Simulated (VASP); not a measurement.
Write the native input for VASP 6.6.1 that does the following.

* Task: single point
* Functional: PBE
* Potentials or basis: VASP PAW PBE potentials, release 64 (Na_pv, B)
* Cutoff: 520 eV
* k mesh: 4 × 4 × 4
* Occupations: gaussian, width 0.1 eV
* Spin: no spin polarisation
* Dipole correction: no
* Further INCAR settings: ALGO = Normal; EDIFF = 1e-07; NBANDS = 22

The structure of NaB2 lies in POSCAR:

```
NaB2
1.0
    0.0000000000      3.0230578077      3.0230578077
    3.0230578077      0.0000000000      3.0230578077
    3.0230578077      3.0230578077      0.0000000000
Na B
2 4
Direct
    0.5000000000      0.5000000000      0.5000000000
    0.7500000000      0.7500000000      0.7500000000
    0.1250000000      0.1250000000      0.1250000000
    0.6250000000      0.1250000000      0.1250000000
    0.1250000000      0.6250000000      0.1250000000
    0.1250000000      0.1250000000      0.6250000000
```

The cell was built from a structure type or drawn by symmetry, and may not be a known phase.

The input as run:

INCAR

```
SYSTEM = NaB2
  PREC = Accurate
  ENCUT = 520
  EDIFF = 1E-7
  ISMEAR = 0
  SIGMA = 0.1
  LREAL = .False.
  LASPH = .True.
  NELM = 100
  ALGO = Normal
  ISIF = 2
  LWAVE = .False.
  LCHARG = .False.
  GGA = PE
  NBANDS = 22
```

KPOINTS

```
Automatic mesh
0
Gamma
  4 4 4
  0 0 0
```

Potentials or basis: VASP PAW PBE potentials, release 64 (Na_pv, B).

Launch:

```console
$ cat potpaw_PBE.64/Na_pv/POTCAR potpaw_PBE.64/B/POTCAR > POTCAR
$ mpirun -np 1 vasp_std > vasp.out
```

It gave:

```yaml
Pressure: 0.4 GPa
Band_gap_on_the_k_mesh: zero (bands 13 and 14 overlap by 4.38 eV)
```

Caveat: the k points lie up to 0.45 Å⁻¹ apart, too coarse for converged energies and pressures of a metal.

Wall time 18 s on 1 thread of Intel Xeon 8259CL (shared host), peak memory 0.17 GiB.
